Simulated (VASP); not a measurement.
## Al9N: single point with PBE

Al9N, a slab with vacuum:

```
Al N
1.0
     5.70709    0.00000    0.00000
    -1.42677    9.70148    0.00000
     0.00000    0.00000   22.79037
Al N
18 2
Direct
  0.26622 0.06489 0.17551
  0.76622 0.06489 0.17551
  0.33548 0.34192 0.21920
  0.83548 0.34192 0.21920
  0.14933 0.59733 0.22794
  0.64933 0.59733 0.22794
  0.46318 0.85274 0.23668
  0.96318 0.85274 0.23668
  0.03198 0.12771 0.28083
  0.53198 0.12771 0.28083
  0.09979 0.40422 0.33011
  0.59979 0.40422 0.33011
  0.41440 0.65967 0.33698
  0.91440 0.65967 0.33698
  0.22631 0.91108 0.34493
  0.72631 0.91108 0.34493
  0.29624 0.18141 0.38571
  0.79624 0.18141 0.38571
  0.21348 0.91108 0.42081
  0.73914 0.91108 0.42081
```

- Program: VASP 6.6.1
- Task: single point
- Functional: PBE
- Potentials or basis: VASP PAW PBE potentials, release 64 (Al, N)
- Cutoff: 520 eV
- k mesh: 5 × 3 × 1
- Occupations: gaussian, width 0.1 eV
- Spin: no spin polarisation

```yaml
Largest_force: 2.098 eV/Å
Band_gap_on_the_k_mesh: zero (bands 32 and 33 overlap by 0.18 eV)
```

Forces in eV/Å, atoms in the order of the input:
```
Al  -0.011  0.103  0.039
Al  -0.001  0.104  0.040
Al  -0.015  0.005  0.099
Al  -0.007  0.008  0.090
Al  -0.025 -0.053  0.012
Al   0.010 -0.056  0.019
Al  -0.003 -0.082  0.016
Al  -0.001 -0.071  0.019
Al   0.013 -0.034 -0.030
Al   0.007 -0.032 -0.011
Al   0.006 -0.008  0.067
Al   0.011  0.000  0.053
Al  -0.019 -0.155  0.014
Al  -0.010 -0.167  0.030
Al   0.122 -0.119 -2.085
Al  -0.084 -0.110 -2.093
Al  -0.003 -0.754  0.443
Al   0.007 -0.760  0.446
N   -0.345  1.088  1.419
N    0.348  1.093  1.414
```

Levels at points of the mesh, in eV from the Fermi level:
| k point | band 28 | band 29 | band 30 | band 31 | band 32 | band 33 | band 34 | band 35 | band 36 | band 37 |
| --- | --- | --- | --- | --- | --- | --- | --- | --- | --- | --- |
| (0.00, 0.00, 0.00) | -1.17 | -0.94 | -0.83 | -0.59 | -0.32 | -0.07 | -0.01 | 0.47 | 0.65 | 0.82 |

Run time: 45 min on 1 thread of Intel Xeon 8259CL, on a shared host, peak memory 1.2 GiB.
